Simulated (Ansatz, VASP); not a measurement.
# SrCl2 in VASP and in Ansatz

File POSCAR:

```
SrCl2
1.0
    0.0000000000      3.4740441900      3.4740441900
    3.4740441900      0.0000000000      3.4740441900
    3.4740441900      3.4740441900      0.0000000000
Sr Cl
1 2
Direct
    0.0000000000      0.0000000000      0.0000000000
    0.2500000000      0.2500000000      0.2500000000
    0.7500000000      0.7500000000      0.7500000000
```

Contents of INCAR.step1:

```
SYSTEM = SrCl2
  PREC = Accurate
  ENCUT = 520
  ISMEAR = -1
  SIGMA = 0.02
  LREAL = .FALSE.
  LASPH = .TRUE.
  NELM = 100
  GGA = PE
  ALGO = Normal
  EDIFF = 1E-4
  LWAVE = .TRUE.
  LCHARG = .FALSE.
```

Contents of INCAR.step2:

```
SYSTEM = SrCl2
  PREC = Accurate
  ENCUT = 520
  EDIFF = 1E-6
  ISMEAR = -1
  SIGMA = 0.02
  LREAL = .FALSE.
  LASPH = .TRUE.
  NELM = 100
  ALGO = Normal
  ISIF = 2
  LWAVE = .FALSE.
  LCHARG = .FALSE.
  METAGGA = R2SCAN
  LMIXTAU = .TRUE.
  IBRION = 2
  NSW = 50
  EDIFFG = -0.01
  ISTART = 1
```

File KPOINTS:

```
Automatic mesh
0
G
  8 8 8
  0 0 0
```

Input for Ansatz:

```yaml
crystal:
  lattice:
    - [0.0, 3.47404419, 3.47404419]
    - [3.47404419, 0.0, 3.47404419]
    - [3.47404419, 3.47404419, 0.0]
  atoms:
    - { symbol: Sr, position: [0.0, 0.0, 0.0] }
    - { symbol: Cl, position: [0.25, 0.25, 0.25] }
    - { symbol: Cl, position: [0.75, 0.75, 0.75] }
  symmetry: { tolerance: 0.0003 }
hamiltonian:
  xc: r2scan
  pseudopotentials: { kind: paw, azcp: { folder: soft_1 } }
basis:
  ecutwfc: 500
magnetization:
  spin_polarized: false
scf:
  occupations: { method: fermi_dirac, width: 0.02 }
kpoints:
  mp_grid: { grid: [8, 8, 8], shift: [0, 0, 0] }
  band_path:
    path:
      - [0.0, 0.0, 0.0]
      - [0.5, 0.0, 0.5]
      - [0.625, 0.25, 0.625]
      - [0.375, 0.375, 0.75]
      - [0.0, 0.0, 0.0]
      - [0.5, 0.5, 0.5]
      - [0.5, 0.25, 0.75]
      - [0.5, 0.0, 0.5]
    npoints: 10
output:
  forces: true
  stress: true
  eigenvalues: true
  write_potential: true
  elf: true
  volumetric_format: npy
  dos: { e_range: [-12, 8], de: 0.05 }
relax:
  max_steps: 30
```

Alike in both runs: task relaxation of the atoms; functional r2SCAN; k mesh 8 × 8 × 8; occupations fermi-dirac, width 0.02 eV; no spin polarisation.

|  | VASP | Ansatz |
| --- | --- | --- |
| version | VASP 6.6.1 | Ansatz 0.2.0 |
| potentials or method | VASP PAW PBE potentials, release 64 (Sr_sv, Cl), cutoff 520 eV | PAW plane waves |
| valence electrons in the cell | 24 | 24 |

```tsv
	VASP	Ansatz	Ansatz less VASP
gap on the k mesh at the Fermi level, each at its own relaxed structure (eV)	5.98	5.98	+0.001
```

VASP's potentials were made for PBE, not for r2SCAN. Ansatz's warnings: stress scf threshold loose.

Noted on VASP's run: the relaxation stopped at its first step, so nothing moved.
